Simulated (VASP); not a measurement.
Runs of VASP 6.6.1 on CaC2. The structure is that of space group I4/mmm (No. 139), or close to it. The cells are those of the table. 

```csv
cell,gap on the mesh (eV),pressure (GPa),largest force (eV/Å)
"a = 4.097 Å, angles 123.9, 123.9, 83.3°, 3 atoms",1.20,3.7,2.60
"a = 4.156 Å, angles 124.8, 124.8, 81.9°, 3 atoms",1.11,(c),0.16
"a = 4.084 Å, angles 122.2, 122.2, 86.2°, 3 atoms",1.45,8.5,5.60
"a = 4.234 Å, angles 127.3, 127.3, 77.8°, 3 atoms",(a),(b),3.63
"a = 4.276 Å, angles 126.5, 126.5, 79.1°, 3 atoms",0.91,-10.5,3.56
"a = 4.141 Å, angles 123.1, 123.1, 84.7°, 3 atoms",1.43,1.7,2.68
"a = 4.215 Å, angles 125.6, 125.6, 80.5°, 3 atoms",1.02,-6.7,1.88
"a = 4.039 Å, angles 123.0, 123.0, 84.8°, 3 atoms",1.23,10.9,5.52
```

Alike in all rows: task single point; level LDA; potentials or basis VASP PAW LDA potentials, release 64 (Ca_sv, C); no spin polarisation; k mesh 10 × 10 × 10; cutoff (eV) 600; smearing gaussian 0.05 eV.

Problem. Estimate the missing entries.

Solution. (a) 0.65; (b) -8.5; (c) -2.1.

Caveats: forces of over 1 eV/Å act on the atoms, so gaps and moduli don't describe the material at rest (at least some runs); the cell stands under pressure (at least some runs); the cell stands under tension (at least some runs).

A k mesh can miss the band edges.
